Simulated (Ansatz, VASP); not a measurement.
# One calculation of SiNi, two programs

File POSCAR:

```
SiNi
1.0
    3.2817285100      0.0000000000      0.0000000000
    0.0000000000      3.0342279400      0.0000000000
    0.0000000000      0.0000000000      4.7095686400
Ni Si
2 2
Direct
    0.2500000000      0.2500000000      0.3442200000
    0.7500000000      0.7500000000      0.6557800000
    0.2500000000      0.2500000000      0.8423000000
    0.7500000000      0.7500000000      0.1577000000
```

INCAR.step1

```
SYSTEM = SiNi
PREC = Accurate
ENCUT = 520
EDIFF = 1E-5
ISMEAR = 0
SIGMA = 0.0424
LREAL = .FALSE.
LASPH = .TRUE.
NELM = 200
ALGO = Normal
ISIF = 2
LWAVE = .TRUE.
LCHARG = .FALSE.
ISPIN = 2
MAGMOM = 0.17 0.17 0 0
LORBIT = 11
LMAXMIX = 4
NBANDS = 26
GGA = PE
GGA_COMPAT = .FALSE.
```

INCAR.step2

```
SYSTEM = SiNi
PREC = Accurate
ENCUT = 520
EDIFF = 1E-6
ISMEAR = 0
SIGMA = 0.0424
LREAL = .FALSE.
LASPH = .TRUE.
NELM = 200
ALGO = Normal
ISIF = 2
LWAVE = .FALSE.
LCHARG = .FALSE.
ISPIN = 2
MAGMOM = 0.17 0.17 0 0
LORBIT = 11
LMAXMIX = 4
GGA = PE
LHFCALC = .TRUE.
AEXX = 0.25
PRECFOCK = Normal
NBANDS = 26
ISTART = 1
GGA_COMPAT = .FALSE.
```

KPOINTS

```
Automatic mesh
0
G
  3 4 2
  0 0 0
```

Input for Ansatz:

```yaml
crystal:
  lattice:
    - [3.28172851, 0.0, 0.0]
    - [0.0, 3.03422794, 0.0]
    - [0.0, 0.0, 4.70956864]
  atoms:
    - { symbol: Ni, position: [0.25, 0.25, 0.34422], spin: 0.17 }
    - { symbol: Ni, position: [0.75, 0.75, 0.65578], spin: 0.17 }
    - { symbol: Si, position: [0.25, 0.25, 0.8423] }
    - { symbol: Si, position: [0.75, 0.75, 0.1577] }
kpoints:
  mp_grid: { grid: [3, 4, 2], shift: [0, 0, 0] }
magnetization:
  spin_polarized: true
scf:
  occupations: { method: gaussian, width: 0.0424 }
hamiltonian:
  pseudopotentials: { kind: paw }
  xc: pbe0
basis:
  ecutwfc: 420
  fft_grid_basis: typed
output:
  forces: true
  stress: true
  eigenvalues: true
  bader: true
  populations: true
  elf: true
  write_potential: true
  volumetric_format: npy
  dos:
    e_range: [-12, 8]
    de: 0.05
    projected: { site_lists: { Ni: [Ni], Si: [Si] } }
    method: { smearing: { sigma: 0.1, scheme: gaussian } }
```

Alike in both runs: task single point; functional PBE0; k mesh 3 × 4 × 2; occupations gaussian, width 0.0424 eV; collinear spin.

```csv
,VASP,Ansatz
version,VASP 6.6.1,Ansatz 0.2.0
potentials or method,"VASP PAW PBE potentials, release 64 (Ni, Si), cutoff 520 eV",PAW plane waves
valence electrons in the cell,28,44
```

VASP gave:

| Property | Result |
| --- | --- |
| pressure (GPa) | -7.2 |
| traceless stress, the component that is largest in VASP (GPa) | -1.90 |
| rms of the force components (eV/Å) | 0.083 |
| net moment per atom (μB) | 0.08 |
| size of the moment on the site where the two differ most (μB) | 0.15 |

Problem. What did Ansatz give for the same quantities?

Solution. Pressure (GPa): -7.0; traceless stress, the component that is largest in VASP (GPa): -1.66; rms of the force components (eV/Å): 0.085; net moment per atom (μB): 0.08; size of the moment on the site where the two differ most (μB): 0.17.

Site moments also hang on the region over which each program counts them. Atom by atom the forces differ by 0.003 eV/Å (rms over components). VASP's potentials hold 28 valence electrons a cell and Ansatz's 44, so a difference there can come from the potentials and not from the codes. Ansatz's warnings: filled band counts differ across k points, stability check not made, stress exchange threshold loose, stress scf threshold loose.

The k mesh is coarse, so the values compare programs but aren't converged.
